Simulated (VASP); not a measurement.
Crystal: CdS.

```
CELL_PARAMETERS angstrom
0.00000 2.72678 2.64497
2.72678 0.00000 2.64497
2.72678 2.72678 0.00000
ATOMIC_POSITIONS crystal
Cd 0.00000 0.00000 0.00000
S 0.50000 0.50000 0.50000
```

This cell differs from its parent crystal: uniaxial z strain -3.0%.

Base run:

| Property | Result |
| --- | --- |
| Program | VASP 6.6.1 |
| Functional | PBE |
| Potentials or basis | VASP PAW PBE potentials, release 64 (Cd, S) |
| Cutoff | 520 eV |
| k mesh | 8 × 8 × 8 |
| Occupations | fermi-dirac, width 0.02 eV |
| Spin | no spin polarisation |

Its results: band gap on the k mesh 0.07 eV (least direct gap 1.88 eV); pressure 5.0 GPa.

**Question.** The run is repeated on the same cell with these changes: functional from PBE to HSE06; k mesh from 8 × 8 × 8 to 6 × 6 × 6. What comes out?

**Answer.** Band gap on the k mesh 1.04 eV (least direct gap 2.93 eV); pressure 3.3 GPa.

Several settings changed at once.

Caveats: the cell stands under pressure; the PAW data sets were made with another functional, which shifts forces and pressure a little (at least some runs).

A k mesh can miss the band edges.
